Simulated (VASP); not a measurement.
# C (C2/m) in VASP: a series of runs

Runs on C. Level: PBEsol+D3(BJ). Tasks: single point.

Everything below comes from runs of VASP 6.6.1. Logs are shortened: lines on timing, memory, paths and dates and some standing lists are left out, and cuts for length are marked.

### 1 The cell of the first run

It takes space group C2/m (No. 12, monoclinic). The conventional cell has a = 4.258 Å, b = 2.458 Å, c = 3.577 Å, α = 90.00°, β = 113.38°, γ = 90.00°. Within 1.9 Å of C (site symmetry m) lie 3 C at 1.41 to 1.47 Å.

### 2 Single point, PBEsol+D3(BJ) (mode 4 frozen in at -0.095 Å and mode 6 at +0.020 Å (largest displacements))

INCAR

```
PREC = Accurate ; ENCUT = 520
EDIFF = 1E-6 ; ISMEAR = 0
SIGMA = 0.05 ; LREAL = False
LASPH = True ; NELM = 80
ALGO = Normal ; ISIF = 2
LWAVE = False ; LCHARG = False
GGA = PS ; IVDW = 12
NBANDS = 11
```

KPOINTS

```
regular mesh
0
Gamma
  15 15 15
```

POSCAR

```
C
1.0
    1.2291305633      0.7096388616      3.2835658809
   -1.2291305633      0.7096388616      3.2835658809
    0.0000000000     -1.4192777231      3.2835658809
C
2
Direct
    0.1616367596      0.1616367596      0.1475450849
    0.8383632404      0.8383632404      0.8524549151
```

Potentials or basis: VASP PAW PBE potentials, release 64 (C).

Launch:

```bash
cat potpaw_PBE.64/C/POTCAR > POTCAR
mpirun -np 1 vasp_std > vasp.out
```

OUTCAR:

```text
PREC = Accurate
   ENCUT = 520
   EDIFF = 1E-6
   ISMEAR = 0
   LREAL = False
   LASPH = True
   NELM = 80
   ISIF = 2
   GGA = PS
   IVDW = 12
 IVDW          = 12

 ion  position               nearest neighbor table
   1  0.162  0.162  0.148-   2 1.41   2 1.41   2 1.47
   2  0.838  0.838  0.852-   1 1.41   1 1.41   1 1.47

  LATTYP: Found a trigonal (rhomboedric) cell.
 ALAT       =     3.5771712497
 COS(alpha) =     0.7638725005

  Lattice vectors:

 A1 = (   1.2291305633,   0.7096388616,   3.2835658809)
 A2 = (  -1.2291305633,   0.7096388616,   3.2835658809)
 A3 = (   0.0000000000,  -1.4192777231,   3.2835658809)

Analysis of symmetry for initial positions (statically):
=====================================================================
 Subroutine PRICEL returns:
 Original cell was already a primitive cell.

 Routine SETGRP: Setting up the symmetry group for a
 trigonal (rhombohedral) supercell.

 Subroutine GETGRP returns: Found  4 space group operations
 (whereof  4 operations were pure point group operations)
 out of a pool of 12 trial point group operations.

The static configuration has the point symmetry C_2h.

Analysis of symmetry for dynamics (positions and initial velocities):
=====================================================================
 Subroutine PRICEL returns:
 Original cell was already a primitive cell.

 Routine SETGRP: Setting up the symmetry group for a
 trigonal (rhombohedral) supercell.

 Subroutine GETGRP returns: Found  4 space group operations
 (whereof  4 operations were pure point group operations)
 out of a pool of 12 trial point group operations.

The dynamic configuration has the point symmetry C_2h.

 Subroutine INISYM returns: Found  4 space group operations
 (whereof  4 operations are pure point group operations),
 and found     1 'primitive' translations

----------------------------------------------------------------------------------------

                                     Primitive cell

  volume of cell :      17.1843

  direct lattice vectors                    reciprocal lattice vectors
     1.229130563  0.709638862  3.283565881     0.406791609  0.234861245  0.101515653
    -1.229130563  0.709638862  3.283565881    -0.406791609  0.234861245  0.101515653
     0.000000000 -1.419277723  3.283565881     0.000000000 -0.469722490  0.101515653

  length of vectors
     3.577171250  3.577171250  3.577171250     0.480567004  0.480567004  0.480567004

  position of ions in fractional coordinates (direct lattice)
     0.161636760  0.161636760  0.147545085
[... 88 lines left out ...]
   PSTRESS=    0.0 pullay stress
   NELECT =       8.0000    total number of electrons
   NUPDOWN=      -1.0000    fix difference up-down
   EMIN   =  10.00;   EMAX   =-10.00  energy-range for DOS
   EFERMI =   0.00;   METHOD = LEGACY
   ISMEAR =     0;   SIGMA  =   0.05  broadening in eV -4-tet -1-fermi 0-gaus
   EFERMI_NEDOS =   21; number of points for ismear=-14 and -15
   IALGO  =     38    algorithm
   IMIX   =      4    mixing-type and parameters
     AMIX     =   0.40;   BMIX     =  1.00
     AMIX_MAG =   1.60;   BMIX_MAG =  1.00
  volume/ion in A,a.u.               =       8.59        57.98
  Fermi-wavevector in a.u.,A,eV,Ry     =   1.268803  2.397689 21.903472  1.609860
  Thomas-Fermi vector in A             =   2.401878
   LORBIT       =      0    0 simple, 1 ext, 2 COOP (PROOUT), +10 PAW based schemes
   GGA     = PS    functional components
   LHFCALC =     F    Hartree Fock is set to
   AEXX    =    0.0000 exact exchange contribution
   IVDW    =    12    specifies the selected vdW correction
   LEPSILON=     F    determine dielectric tensor
   LRPA    =     F    only Hartree local field effects (RPA)
 non-spin polarized calculation
 Gauss-broadening in eV      SIGMA  =   0.05
  energy-cutoff  :      520.00
  volume of cell :       17.18
 maximum number of plane-waves:       476
   NGX = 13   NGY = 13   NGZ = 13

 number of electron       8.0000000 magnetization

 Free energy of the ion-electron system (eV)
  ---------------------------------------------------
  ext. energy  EPLUGINS =         0.00000000
  ---------------------------------------------------
  free energy    TOTEN  =       -18.94455657 eV

  energy without entropy =      -18.94455657  energy(sigma->0) =      -18.94455657

 E-fermi :   4.8236     XC(G=0): -10.7618

 val. band max:        4.6160124554   @ k =  -0.2000   0.4000   0.0667
 cond. band min:       5.0636178773   @ k =  -0.2000   0.4000   0.0667
 fundamental gap:      0.4476054219
 Fermi energy:         4.8236262169

 k-point     1 :       0.0000    0.0000    0.0000
  band No.  band energies     occupation
      1     -14.7883      2.00000
      2      -1.4962      2.00000
      3       1.6226      2.00000
      4       2.8036      2.00000
      5       8.2012      0.00000
      6      12.4378      0.00000
      7      13.9728      0.00000
      8      16.8956      0.00000
      9      17.6963      0.00000
     10      27.3775      0.00000
     11      31.3568      0.00000
[... 309 lines left out ...]
 k-point    24 :       0.2667    0.0667    0.0000
  band No.  band energies     occupation
      1     -13.3643      2.00000
      2      -2.0646      2.00000
      3      -0.2672      2.00000
      4       0.1907      2.00000
      5       9.5971      0.00000
      6      13.2058      0.00000
      7      14.2036      0.00000
      8      17.1710      0.00000
      9      19.9743      0.00000
     10      24.7008      0.00000
     11      28.3795      0.00000

 [... further k-points ...]

------------------------ aborting loop because EDIFF is reached ----------------------------------------

 Edisp (eV)   -0.22522

 E8    (eV) :    -0.1095

  FORCE on cell =-STRESS in cart. coord.  units (eV):
  Direction    XX          YY          ZZ          XY          YZ          ZX
  --------------------------------------------------------------------------------------
  -------------------------------------------------------------------------------------
  Total       0.60459    -0.22739    -0.72773     0.00000     0.37022     0.00000
  in kB      56.36842   -21.20066   -67.84957     0.00000    34.51702     0.00000
  external pressure =      -10.89 kB  Pullay stress =        0.00 kB

 VOLUME and BASIS-vectors are now :
 -----------------------------------------------------------------------------
  energy-cutoff  :      520.00
  volume of cell :       17.18
      direct lattice vectors                 reciprocal lattice vectors
     1.229130563  0.709638862  3.283565881     0.406791609  0.234861245  0.101515653
    -1.229130563  0.709638862  3.283565881    -0.406791609  0.234861245  0.101515653
     0.000000000 -1.419277723  3.283565881     0.000000000 -0.469722490  0.101515653

 POSITION                                       TOTAL-FORCE (eV/Angst)
 -----------------------------------------------------------------------------------
      0.00000      0.02000      1.54596         0.000000     -1.961443      3.086418
      0.00000     -0.02000      8.30473         0.000000      1.961443     -3.086418
 -----------------------------------------------------------------------------------
    total drift:                               -0.000000     -0.000000      0.000000

  FREE ENERGIE OF THE ION-ELECTRON SYSTEM (eV)
  ---------------------------------------------------
  free  energy   TOTEN  =       -19.1697776652 eV

  energy  without entropy=      -19.1697776652  energy(sigma->0) =      -19.16977767
```

It took 4.2 min on 1 thread of Intel Xeon Platinum 8259CL at 2.50GHz (Skylake/Cascade Lake), shared host; peak memory 0.27 GiB.

Results:

* Free energy: -19.1698 eV
* Pressure: -1.1 GPa
* Largest force: 3.657 eV/Å
* Band gap on the k mesh: 0.45 eV, direct
* Dispersion energy per atom: -0.113 eV

Forces in eV/Å, atoms in the order of the input:
```
C    0.000 -1.961  3.086
C    0.000  1.961 -3.086
```

Levels at points of the mesh, in eV from the valence-band top:
| k point | band 1 | band 2 | band 3 | band 4 | band 5 | band 6 | band 7 | band 8 | band 9 |
| --- | --- | --- | --- | --- | --- | --- | --- | --- | --- |
| (0.00, 0.00, 0.00) | -19.40 | -6.11 | -2.99 | -1.81 | 3.59 | 7.82 | 9.36 | 12.28 | 13.08 |

Caveat: the cell differs from its parent crystal (mode 4 frozen in at -0.095 Å and mode 6 at +0.020 Å (largest displacements)); the PAW data sets were made with another functional, which shifts forces and pressure a little. A k mesh can miss the band edges.

### 3 Single point, PBEsol+D3(BJ) (mode 4 frozen in at -0.032 Å and mode 6 at +0.020 Å (largest displacements))

INCAR

```
ALGO = Normal
EDIFF = 1E-6
ENCUT = 520
GGA = PS
ISIF = 2
ISMEAR = 0
IVDW = 12
LASPH = True
LCHARG = False
LREAL = False
LWAVE = False
NBANDS = 11
NELM = 60
PREC = Accurate
SIGMA = 0.05
```

KPOINTS

```
k-points
0
Gamma
  15 15 15
```

POSCAR

```
C
1.0
    1.2291305633      0.7096388616      3.2835658809
   -1.2291305633      0.7096388616      3.2835658809
    0.0000000000     -1.4192777231      3.2835658809
C
2
Direct
    0.1680627004      0.1680627004      0.1539710257
    0.8319372996      0.8319372996      0.8460289743
```

Potentials or basis: VASP PAW PBE potentials, release 64 (C).

Launch:

```bash
cat potpaw_PBE.64/C/POTCAR > POTCAR
mpirun -np 1 vasp_std > vasp.out
```

OUTCAR:

```text
EDIFF = 1E-6
   ENCUT = 520
   GGA = PS
   ISIF = 2
   ISMEAR = 0
   IVDW = 12
   LASPH = True
   LREAL = False
   NELM = 60
   PREC = Accurate
 IVDW          = 12

 ion  position               nearest neighbor table
   1  0.168  0.168  0.154-   2 1.40   2 1.40   2 1.46
   2  0.832  0.832  0.846-   1 1.40   1 1.40   1 1.46

  LATTYP: Found a trigonal (rhomboedric) cell.
 ALAT       =     3.5771712497
 COS(alpha) =     0.7638725005

  Lattice vectors:

 A1 = (   1.2291305633,   0.7096388616,   3.2835658809)
 A2 = (  -1.2291305633,   0.7096388616,   3.2835658809)
 A3 = (   0.0000000000,  -1.4192777231,   3.2835658809)

Analysis of symmetry for initial positions (statically):
=====================================================================
 Subroutine PRICEL returns:
 Original cell was already a primitive cell.

 Routine SETGRP: Setting up the symmetry group for a
 trigonal (rhombohedral) supercell.

 Subroutine GETGRP returns: Found  4 space group operations
 (whereof  4 operations were pure point group operations)
 out of a pool of 12 trial point group operations.

The static configuration has the point symmetry C_2h.
[... 171 lines left out ...]
      2      -1.6338      2.00000
      3       1.3264      2.00000
      4       2.5432      2.00000
      5       8.9324      0.00000
      6      12.4507      0.00000
      7      14.0317      0.00000
      8      16.3804      0.00000
      9      17.8088      0.00000
     10      27.3808      0.00000
     11      31.0714      0.00000
[... 309 lines left out ...]
 k-point    24 :       0.2667    0.0667    0.0000
  band No.  band energies     occupation
      1     -13.4464      2.00000
      2      -2.2432      2.00000
      3      -0.3917      2.00000
      4      -0.0729      2.00000
      5      10.8826      0.00000
      6      12.7435      0.00000
      7      13.5445      0.00000
      8      17.3268      0.00000
      9      20.3615      0.00000
     10      24.1121      0.00000
     11      28.1761      0.00000

 [... further k-points ...]

------------------------ aborting loop because EDIFF is reached ----------------------------------------

 Edisp (eV)   -0.22522

 E8    (eV) :    -0.1095

  FORCE on cell =-STRESS in cart. coord.  units (eV):
  Direction    XX          YY          ZZ          XY          YZ          ZX
  --------------------------------------------------------------------------------------
  -------------------------------------------------------------------------------------
  Total       0.72318    -0.27048    -0.09677     0.00000     0.13432     0.00000
  in kB      67.42549   -25.21853    -9.02189     0.00000    12.52336     0.00000
  external pressure =       11.06 kB  Pullay stress =        0.00 kB

 VOLUME and BASIS-vectors are now :
 -----------------------------------------------------------------------------
  energy-cutoff  :      520.00
  volume of cell :       17.18
      direct lattice vectors                 reciprocal lattice vectors
     1.229130563  0.709638862  3.283565881     0.406791609  0.234861245  0.101515653
    -1.229130563  0.709638862  3.283565881    -0.406791609  0.234861245  0.101515653
     0.000000000 -1.419277723  3.283565881     0.000000000 -0.469722490  0.101515653

 POSITION                                       TOTAL-FORCE (eV/Angst)
 -----------------------------------------------------------------------------------
      0.00000      0.02000      1.60926         0.000000     -2.093549      1.034080
      0.00000     -0.02000      8.24143         0.000000      2.093549     -1.034080
 -----------------------------------------------------------------------------------
    total drift:                                0.000000     -0.000000     -0.000000

  FREE ENERGIE OF THE ION-ELECTRON SYSTEM (eV)
  ---------------------------------------------------
  free  energy   TOTEN  =       -19.4307402022 eV

  energy  without entropy=      -19.4307402022  energy(sigma->0) =      -19.43074020
```

stdout:

```text
POSCAR found type information on POSCAR C
 POSCAR found :  1 types and       2 ions
 scaLAPACK will be used
 -----------------------------------------------------------------------------
|                                                                             |
|                                                                             |
|     You enforced a specific xc type in the INCAR file but a different       |
|     I HOPE YOU KNOW WHAT YOU ARE DOING!                                     |
|                                                                             |
 -----------------------------------------------------------------------------

 LDA part: xc-table for (Slater+PW92), standard interpolation
 POSCAR, INCAR and KPOINTS ok, starting setup
 FFT: planning ... GRIDC
 FFT: planning ... GRID_SOFT
 FFT: planning ... GRID
 WAVECAR not read
 entering main loop
```

Run time: 4.2 min. Hardware: 1 thread of Intel Xeon Platinum 8259CL at 2.50GHz (Skylake/Cascade Lake), shared host; peak memory 0.27 GiB.

What came out:

| Property | Result |
| --- | --- |
| Free energy | -19.4307 eV |
| Pressure | 1.1 GPa |
| Largest force | 2.335 eV/Å |
| Band gap on the k mesh | 0.44 eV, direct |
| Dispersion energy per atom | -0.113 eV |

Forces in eV/Å, atoms in the order of the input:
```
C    0.000 -2.094  1.034
C    0.000  2.094 -1.034
```

Levels at points of the mesh, in eV from the valence-band top:
| k point | band 1 | band 2 | band 3 | band 4 | band 5 | band 6 | band 7 | band 8 |
| --- | --- | --- | --- | --- | --- | --- | --- | --- |
| (0.00, 0.00, 0.00) | -19.45 | -6.22 | -3.26 | -2.05 | 4.34 | 7.86 | 9.44 | 11.79 |

Caveat: the cell differs from its parent crystal (mode 4 frozen in at -0.032 Å and mode 6 at +0.020 Å (largest displacements)); the PAW data sets were made with another functional, which shifts forces and pressure a little. A k mesh can miss the band edges.

### 4 Single point, PBEsol+D3(BJ) (mode 4 frozen in at +0.000 Å and mode 6 at +0.020 Å (largest displacements))

INCAR

```
SYSTEM = C
PREC = Accurate
ENCUT = 520
EDIFF = 1E-6
ISMEAR = 0
SIGMA = 0.05
LREAL = .FALSE.
LASPH = .TRUE.
NELM = 60
ALGO = Normal
ISIF = 2
LWAVE = .FALSE.
LCHARG = .TRUE.
GGA = PS
IVDW = 12
LELF = .TRUE.
LVHAR = .TRUE.
NBANDS = 11
```

KPOINTS

```
Automatic mesh
0
G
  15 15 15
  0 0 0
```

POSCAR

```
C
1.0
    1.2291305633      0.7096388616      3.2835658809
   -1.2291305633      0.7096388616      3.2835658809
    0.0000000000     -1.4192777231      3.2835658809
C
2
Direct
    0.1712807466      0.1712807466      0.1571890719
    0.8287192534      0.8287192534      0.8428109281
```

Launch:

```bash
cat potpaw_PBE.64/C/POTCAR > POTCAR
mpirun -np 1 vasp_std > vasp.out
```

Wall time 4.3 min (1 thread of Intel Xeon Platinum 8259CL at 2.50GHz (Skylake/Cascade Lake), shared host); peak memory 0.27 GiB.

It converged, with:

| Quantity | Value |
| --- | --- |
| Free energy | -19.4636 eV |
| Pressure | 1.4 GPa |
| Largest force | 2.108 eV/Å |
| Band gap on the k mesh | 0.32 eV, direct |
| Dispersion energy per atom | -0.113 eV |

Forces in eV/Å, atoms in the order of the input:
```
C    0.000 -2.108  0.002
C    0.000  2.108 -0.002
```

Stress tensor (GPa, compression positive):
```
 6.84  0.00  0.00
 0.00 -2.56  0.02
 0.00  0.02 -0.06
```

Levels at points of the mesh, in eV from the valence-band top:
```tsv
k point	band 1	band 2	band 3	band 4	band 5	band 6	band 7	band 8	band 9
(0.00, 0.00, 0.00)	-19.53	-6.31	-3.37	-2.15	4.38	7.80	9.39	11.66	13.17
```

Caveat: the cell differs from its parent crystal (mode 4 frozen in at +0.000 Å and mode 6 at +0.020 Å (largest displacements)); the PAW data sets were made with another functional, which shifts forces and pressure a little. A k mesh can miss the band edges.
